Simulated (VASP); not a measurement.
Crystal: Hf.

```
CELL_PARAMETERS angstrom
2.89132 0.00000 0.00000
0.00000 2.89132 0.00000
0.00000 0.00000 2.89132
ATOMIC_POSITIONS crystal
Hf 0.00000 0.00000 0.00000
```

```yaml
Program: VASP 6.6.1
Task: relaxation of cell and atoms
Functional: revPBE
Potentials_or_basis: VASP PAW PBE potentials, release 64 (Hf_pv)
Cutoff: 600 eV
k_mesh: 11 × 11 × 11
Occupations: fermi-dirac, width 0.1 eV
Spin: no spin polarisation
```

At the start: pressure 3.5 GPa; volume 24.17 Å³/atom.

Question: Where does the relaxation end?

Answer: Over 3 steps the energy falls by 12.0 meV/atom and the volume is 25.32 Å³/atom (+4.7 %); space group Pm-3m (No. 221, to 0.05 Å).

Step by step:
```tsv
step	energy change (eV)	largest force (eV/Å)	pressure (GPa)	volume (Å³)
1	0.0000	0.0000	3.49	24.17
2	-0.0074	0.0000	-1.93	26.06
3	-0.0120	0.0000	0.00	25.32
```

Final structure:
```
Hf
1.0
     2.93626    0.00000    0.00000
     0.00000    2.93626    0.00000
     0.00000    0.00000    2.93626
Hf
1
Direct
  0.00000 0.00000 0.00000
```

Caveat: the PAW data sets were made with another functional, which shifts forces and pressure a little.
